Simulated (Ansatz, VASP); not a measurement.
One calculation of Cl, two programs

```
CELL_PARAMETERS angstrom
12.00000 0.00000 0.00000
0.00000 12.20000 0.00000
0.00000 0.00000 12.40000
ATOMIC_POSITIONS crystal
Cl 0.50000 0.50000 0.41920
Cl 0.50000 0.50000 0.58080
```

Alike in both runs: functional PBE; k mesh 1 × 1 × 1; occupations gaussian, width 0.01 eV; no spin polarisation.

Ansatz relaxed the structure, and its values are those at the end. VASP's run is a single point on that final structure, the one shown.

|  | VASP | Ansatz |
| --- | --- | --- |
| version | VASP 6.6.1 | Ansatz 0.2.0 |
| potentials or method | VASP PAW PBE potentials, release 64 (Cl), cutoff 400 eV | scalar-relativistic, plane waves, PAW |
| valence electrons in the cell | 14 | 14 |

```csv
,VASP,Ansatz,Ansatz less VASP
gap on the k mesh at the Fermi level (eV),3.00,2.95,-0.047
rms of the force components (eV/Å),0.109,0.000,-0.1087
```

With one functional, cell and mesh, what is left measures potentials, basis and numerics. Ansatz's warnings: stress scf threshold loose.
